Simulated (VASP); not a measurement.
# Al3P2 (R-3m) in VASP: a series of runs

Runs on Al3P2. Level: PBE. Tasks: single point, relaxation of cell and atoms.

Everything below comes from runs of VASP 6.6.1. Logs are shortened: lines on timing, memory, paths and dates and some standing lists are left out, and cuts for length are marked.

**1. The cell of the first run**

The structure is trigonal, space group R-3m (No. 166). The conventional cell has a = 3.478 Å, b = 3.478 Å, c = 24.042 Å, α = 90.00°, β = 90.00°, γ = 120.00°. Al (site symmetry -3m) has 6 P at 2.58 Å and 12 Al at 3.48 to 3.55 Å within 3.6 Å. Al (site symmetry 3m) has 3 P at 2.39 Å and 3 Al at 2.95 Å within 3.2 Å. Within 3.2 Å of P (site symmetry 3m) lie 6 Al at 2.39 to 2.58 Å.

The cell was built from a structure type or drawn by symmetry, and may not be a known phase.

**2. Single point, PBE**

INCAR reads:

```
SYSTEM = Al3P2
PREC = Accurate ; ENCUT = 520
EDIFF = 1E-7 ; ISMEAR = 0
SIGMA = 0.1 ; LREAL = .FALSE.
LASPH = .TRUE. ; NELM = 60
ALGO = Normal ; ISIF = 2
LWAVE = .FALSE. ; LCHARG = .FALSE.
GGA = PE ; NBANDS = 18
```

KPOINTS reads:

```
regular mesh
0
G
  6 6 6
  0 0 0
```

POSCAR reads:

```
Al3P2
1.0
    1.7392064400      1.0041313100      8.0141464900
   -1.7392064400      1.0041313100      8.0141464900
    0.0000000000     -2.0082626100      8.0141464900
Al P
3 2
Direct
    0.0000000000      0.0000000000      0.0000000000
    0.2117000100      0.2117000100      0.2117000100
    0.7882999900      0.7882999900      0.7882999900
    0.4007999900      0.4007999900      0.4007999900
    0.5992000100      0.5992000100      0.5992000100
```

Potentials or basis: VASP PAW PBE potentials, release 64 (Al, P).

The run is started by

```console
> cat potpaw_PBE.64/Al/POTCAR potpaw_PBE.64/P/POTCAR > POTCAR
> mpirun -np 1 vasp_std > vasp.out
```

OUTCAR:

```text
SYSTEM = Al3P2
   PREC = Accurate
   ENCUT = 520
   EDIFF = 1E-7
   ISMEAR = 0
   LREAL = .FALSE.
   LASPH = .TRUE.
   NELM = 60
   ISIF = 2
   GGA = PE

 ion  position               nearest neighbor table
   1  0.000  0.000  0.000-   5 2.58   5 2.58   4 2.58   4 2.58   5 2.58   4 2.58
   2  0.212  0.212  0.212-   5 2.39   5 2.39   5 2.39   3 2.95   3 2.95   3 2.95
   3  0.788  0.788  0.788-   4 2.39   4 2.39   4 2.39   2 2.95   2 2.95   2 2.95
   4  0.401  0.401  0.401-   3 2.39   3 2.39   3 2.39   1 2.58   1 2.58   1 2.58
   5  0.599  0.599  0.599-   2 2.39   2 2.39   2 2.39   1 2.58   1 2.58   1 2.58

  LATTYP: Found a trigonal (rhomboedric) cell.
 ALAT       =     8.2619406129
 COS(alpha) =     0.9113725757

  Lattice vectors:

 A1 = (   1.7392064400,   1.0041313100,   8.0141464900)
 A2 = (  -1.7392064400,   1.0041313100,   8.0141464900)
 A3 = (   0.0000000000,  -2.0082626100,   8.0141464900)

Analysis of symmetry for initial positions (statically):
=====================================================================
 Subroutine PRICEL returns:
 Original cell was already a primitive cell.

 Routine SETGRP: Setting up the symmetry group for a
 trigonal (rhombohedral) supercell.

 Subroutine GETGRP returns: Found 12 space group operations
 (whereof 12 operations were pure point group operations)
 out of a pool of 12 trial point group operations.

The static configuration has the point symmetry D_3d.

Analysis of symmetry for dynamics (positions and initial velocities):
=====================================================================
 Subroutine PRICEL returns:
 Original cell was already a primitive cell.

 Routine SETGRP: Setting up the symmetry group for a
 trigonal (rhombohedral) supercell.

 Subroutine GETGRP returns: Found 12 space group operations
 (whereof 12 operations were pure point group operations)
 out of a pool of 12 trial point group operations.

The dynamic configuration has the point symmetry D_3d.

 Subroutine INISYM returns: Found 12 space group operations
 (whereof 12 operations are pure point group operations),
 and found     1 'primitive' translations

----------------------------------------------------------------------------------------

                                     Primitive cell

  volume of cell :      83.9750

  direct lattice vectors                    reciprocal lattice vectors
     1.739206440  1.004131310  8.014146490     0.287487436  0.165980948  0.041593117
    -1.739206440  1.004131310  8.014146490    -0.287487436  0.165980948  0.041593117
     0.000000000 -2.008262610  8.014146490     0.000000000 -0.331961897  0.041593117

  length of vectors
     8.261940613  8.261940613  8.261940612     0.334557452  0.334557452  0.334557452

  position of ions in fractional coordinates (direct lattice)
     0.000000000  0.000000000  0.000000000
     0.211700010  0.211700010  0.211700010
     0.788299990  0.788299990  0.788299990
     0.400799990  0.400799990  0.400799990
     0.599200010  0.599200010  0.599200010

  ion indices of the primitive-cell ions
   primitive index   ion index
                 1           1
                 2           2
                 3           3
                 4           4
                 5           5

----------------------------------------------------------------------------------------

 KPOINTS: regular mesh

Automatic generation of k-mesh.
 Grid dimensions read from file:
 generate k-points for:    6    6    6

 Generating k-lattice:

  Cartesian coordinates                     Fractional coordinates (reciprocal lattice)
     0.047914573  0.027663491  0.006932186     0.166666667  0.000000000  0.000000000
    -0.047914573  0.027663491  0.006932186     0.000000000  0.166666667  0.000000000
     0.000000000 -0.055326983  0.006932186    -0.000000000 -0.000000000  0.166666667

  Length of vectors
     0.055759575  0.055759575  0.055759575

  Shift w.r.t. Gamma in fractional coordinates (k-lattice)
     0.000000000  0.000000000  0.000000000

 Subroutine IBZKPT returns following result:
 ===========================================

 Found     32 irreducible k-points:

 Following reciprocal coordinates:
            Coordinates               Weight
  0.000000  0.000000  0.000000      1.000000
  0.166667  0.000000  0.000000      6.000000
  0.333333  0.000000  0.000000      6.000000
  0.500000  0.000000  0.000000      3.000000
  0.166667  0.166667 -0.000000      6.000000
  0.333333  0.166667  0.000000     12.000000
[... 16 lines left out ...]
  0.500000  0.500000  0.166667      6.000000
 -0.333333  0.500000  0.166667     12.000000
 [... further k-points ...]
   k-points           NKPTS =     32   k-points in BZ     NKDIM =     32   number of bands    NBANDS=     18
   number of dos      NEDOS =    301   number of ions     NIONS =      5
   total plane-waves  NPLWV = 262144
   dimension x,y,z NGX =    64 NGY =   64 NGZ =   64
   dimension x,y,z NGXF=   128 NGYF=  128 NGZF=  128
   ions per type =               3   2
   NGX,Y,Z   is equivalent  to a cutoff of  12.88, 12.88, 12.88 a.u.
   NGXF,Y,Z  is equivalent  to a cutoff of  25.76, 25.76, 25.76 a.u.
 SYSTEM =  Al3P2
   PREC   = accura    normal or accurate (medium, high low for compatibility)
   ISTART =      0    job   : 0-new  1-cont  2-samecut
   ICHARG =      2    charge: 1-file 2-atom 10-const
   ISPIN  =      1    spin polarized calculation?
   LNONCOLLINEAR =      F non collinear calculations
   LSORBIT =      F    spin-orbit coupling
   LASPH  =      T    aspherical Exc in radial PAW
   ENCUT  =  520.0 eV  38.22 Ry    6.18 a.u.  15.36 15.36 15.36*2*pi/ulx,y,z
   NELM   =     60;   NELMIN=  2; NELMDL= -5     # of ELM steps
   EDIFF  = 0.1E-06   stopping-criterion for ELM
   LREAL  =      F    real-space projection
   EDIFFG = 0.1E-05   stopping-criterion for IOM
   NSW    =      0    number of steps for IOM
   IBRION =     -1    ionic relax: 0-MD 1-quasi-New 2-CG
   NFREE  =      0    steps in history (QN), initial steepest desc. (CG)
   ISIF   =      2    stress and relaxation
   ISYM   =      2    0-nonsym 1-usesym 2-fastsym
   POTIM  = 0.5000    time-step for ionic-motion
   TEBEG  =    0.0;   TEEND  =   0.0 temperature during run
   PSTRESS=    0.0 pullay stress
   NELECT =      19.0000    total number of electrons
   NUPDOWN=      -1.0000    fix difference up-down
   EMIN   =  10.00;   EMAX   =-10.00  energy-range for DOS
   EFERMI =   0.00;   METHOD = LEGACY
   ISMEAR =     0;   SIGMA  =   0.10  broadening in eV -4-tet -1-fermi 0-gaus
   EFERMI_NEDOS =   21; number of points for ismear=-14 and -15
   IALGO  =     38    algorithm
   IMIX   =      4    mixing-type and parameters
     AMIX     =   0.40;   BMIX     =  1.00
     AMIX_MAG =   1.60;   BMIX_MAG =  1.00
  volume/ion in A,a.u.               =      16.80       113.34
  Fermi-wavevector in a.u.,A,eV,Ry     =   0.997568  1.885131 13.539736  0.995143
  Thomas-Fermi vector in A             =   2.129733
   LORBIT       =      0    0 simple, 1 ext, 2 COOP (PROOUT), +10 PAW based schemes
   GGA     = PE    functional components
   LHFCALC =     F    Hartree Fock is set to
   AEXX    =    0.0000 exact exchange contribution
   IVDW    =     0    specifies the selected vdW correction
   LEPSILON=     F    determine dielectric tensor
   LRPA    =     F    only Hartree local field effects (RPA)
 non-spin polarized calculation
 Gauss-broadening in eV      SIGMA  =   0.10
  energy-cutoff  :      520.00
  volume of cell :       83.98
 maximum number of plane-waves:      2304
 NGX is ok and might be reduce to    64
   NGX = 31   NGY = 31   NGZ = 31

 number of electron      18.9999999 magnetization

 Free energy of the ion-electron system (eV)
  ---------------------------------------------------
  ext. energy  EPLUGINS =         0.00000000
  ---------------------------------------------------
  free energy    TOTEN  =       -22.95054121 eV

  energy without entropy =      -22.94211565  energy(sigma->0) =      -22.94632843

 E-fermi :   7.5109     XC(G=0): -10.2282

 val. band max:        7.4871727640   @ k =  -0.3333   0.1667  -0.0000
 cond. band min:       7.5130940507   @ k =  -0.3333   0.3333   0.1667
 fundamental gap:      0.0259212867
 Fermi energy:         7.5109293210

 k-point     1 :       0.0000    0.0000    0.0000
  band No.  band energies     occupation
      1      -5.8121      2.00000
      2      -4.7469      2.00000
      3      -0.9560      2.00000
      4       3.5748      2.00000
      5       4.1214      2.00000
      6       7.2444      1.99984
[... 10 lines left out ...]
     17      13.4578      0.00000
     18      14.8272      0.00000

 k-point     2 :       0.1667    0.0000    0.0000
  band No.  band energies     occupation
      1      -5.4188      2.00000
      2      -4.3983      2.00000
      3      -0.5050      2.00000
      4       3.5496      2.00000
      5       4.4380      2.00000
      6       5.0708      2.00000
[... 10 lines left out ...]
     17      13.8042      0.00000
     18      13.8417      0.00000

 k-point     3 :       0.3333    0.0000    0.0000
  band No.  band energies     occupation
      1      -4.3154      2.00000
      2      -3.4717      2.00000
      3       0.8150      2.00000
      4       1.5531      2.00000
      5       2.4710      2.00000
      6       4.5302      2.00000
[... 10 lines left out ...]
     17      13.8488      0.00000
     18      14.5235      0.00000

 k-point     4 :       0.5000    0.0000    0.0000
  band No.  band energies     occupation
      1      -3.2333      2.00000
      2      -2.8431      2.00000
      3      -0.0126      2.00000
      4       0.9641      2.00000
      5       2.5889      2.00000
      6       3.4409      2.00000
[... 10 lines left out ...]
     17      13.2857      0.00000
     18      13.9893      0.00000

 k-point     5 :       0.1667    0.1667   -0.0000
  band No.  band energies     occupation
      1      -5.4088      2.00000
      2      -4.4201      2.00000
      3      -0.4439      2.00000
      4       3.2800      2.00000
      5       4.5063      2.00000
      6       5.1561      2.00000
[... 10 lines left out ...]
     17      13.9122      0.00000
     18      14.2296      0.00000

 k-point     6 :       0.3333    0.1667    0.0000
  band No.  band energies     occupation
      1      -4.6466      2.00000
      2      -3.7855      2.00000
      3       0.4860      2.00000
      4       2.7186      2.00000
      5       3.2221      2.00000
      6       4.1138      2.00000
[... 10 lines left out ...]
     17      13.4005      0.00000
     18      13.9242      0.00000

 k-point     7 :       0.5000    0.1667    0.0000
  band No.  band energies     occupation
      1      -3.3864      2.00000
      2      -2.8584      2.00000
      3       0.6822      2.00000
      4       1.5344      2.00000
      5       2.3138      2.00000
      6       3.4290      2.00000
[... 10 lines left out ...]
     17      14.6066      0.00000
     18      15.4541      0.00000

 k-point     8 :      -0.3333    0.1667   -0.0000
  band No.  band energies     occupation
      1      -3.4180      2.00000
      2      -2.8124      2.00000
      3       0.7682      2.00000
      4       1.5260      2.00000
      5       1.9747      2.00000
      6       3.3809      2.00000
[... 10 lines left out ...]
     17      14.7590      0.00000
     18      15.2298      0.00000
[... 229 lines left out ...]
     17      13.9628      0.00000
     18      14.0918      0.00000

 k-point    20 :       0.5000    0.3333    0.1667
  band No.  band energies     occupation
      1      -4.5803      2.00000
      2      -3.9040      2.00000
      3       0.9354      2.00000
      4       2.2335      2.00000
      5       3.3600      2.00000
      6       3.6260      2.00000
[... 10 lines left out ...]
     17      13.4445      0.00000
     18      13.6995      0.00000

 k-point    21 :      -0.3333    0.3333    0.1667
  band No.  band energies     occupation
      1      -3.3320      2.00000
      2      -2.9329      2.00000
      3       0.6653      2.00000
      4       1.4692      2.00000
      5       2.7763      2.00000
      6       3.3599      2.00000
[... 10 lines left out ...]
     17      13.3879      0.00000
     18      14.7176      0.00000

 k-point    22 :      -0.1667    0.3333    0.1667
  band No.  band energies     occupation
      1      -3.4068      2.00000
      2      -2.8297      2.00000
      3       0.8770      2.00000
      4       1.3105      2.00000
      5       2.0981      2.00000
      6       3.2564      2.00000
[... 10 lines left out ...]
     17      13.8710      0.00000
     18      15.2591      0.00000

 k-point    23 :       0.5000    0.5000    0.1667
  band No.  band energies     occupation
      1      -4.2170      2.00000
      2      -3.6387      2.00000
      3       1.1421      2.00000
      4       2.0042      2.00000
      5       2.3238      2.00000
      6       3.0676      2.00000
[... 10 lines left out ...]
     17      13.8928      0.00000
     18      14.4776      0.00000

 k-point    24 :      -0.3333    0.5000    0.1667
  band No.  band energies     occupation
      1      -3.3134      2.00000
      2      -2.9573      2.00000
      3       0.7404      2.00000
      4       1.3352      2.00000
      5       3.0772      2.00000
      6       3.1092      2.00000
[... 10 lines left out ...]
     17      13.3782      0.00000
     18      13.8832      0.00000

 [... further k-points ...]
[... 5 lines left out ...]
  --------------------------------------------------------------------------------------
  -------------------------------------------------------------------------------------
  Total        3.9035599      3.9035599     -1.3623835     -0.0000000     -0.0000000      0.0000000
  in kB       74.4768430     74.4768430    -25.9932031     -0.0000000     -0.0000000      0.0000000
  external PRESSURE =      40.9868276 kB  Pullay stress =       0.0000000 kB

 VOLUME and BASIS-vectors are now :
 -----------------------------------------------------------------------------
  energy-cutoff  :      520.00
  volume of cell :       83.98
      direct lattice vectors                 reciprocal lattice vectors
     1.739206440  1.004131310  8.014146490     0.287487436  0.165980948  0.041593117
    -1.739206440  1.004131310  8.014146490    -0.287487436  0.165980948  0.041593117
     0.000000000 -2.008262610  8.014146490     0.000000000 -0.331961897  0.041593117

 POSITION                                       TOTAL-FORCE (eV/Angst)
 -----------------------------------------------------------------------------------
      0.00000      0.00000      0.00000         0.000000      0.000000     -0.000000
      0.00000      0.00000      5.08978         0.000000     -0.000000     -0.453738
      0.00000      0.00000     18.95265         0.000000      0.000000      0.453738
      0.00000      0.00000      9.63621         0.000000     -0.000000     -0.833899
      0.00000      0.00000     14.40623         0.000000      0.000000      0.833899
 -----------------------------------------------------------------------------------
    total drift:                                0.000000     -0.000000     -0.000000

  FREE ENERGIE OF THE ION-ELECTRON SYSTEM (eV)
  ---------------------------------------------------
  free  energy   TOTEN  =       -22.9505412082 eV

  energy  without entropy=      -22.9421156519  energy(sigma->0) =      -22.94632843
```

It took 5.1 min on 1 thread of Intel Xeon Platinum 8488C (Sapphire Rapids), shared host; peak memory 0.51 GiB.

What came out:

```yaml
Free_energy: -22.9505 eV
Pressure: 4.1 GPa
Largest_force: 0.834 eV/Å
Band_gap_on_the_k_mesh: zero (an odd number of electrons rules out a gap without spin polarisation)
```

Forces on the atoms (eV/Å):
```
Al   0.000  0.000  0.000
Al   0.000  0.000 -0.454
Al   0.000  0.000  0.454
P    0.000  0.000 -0.834
P    0.000  0.000  0.834
```

Stress tensor (GPa, compression positive):
```
 7.45  0.00  0.00
 0.00  7.45  0.00
 0.00  0.00 -2.60
```

Caveat: the cell stands under pressure.

(Continued in part 2 of 2.)
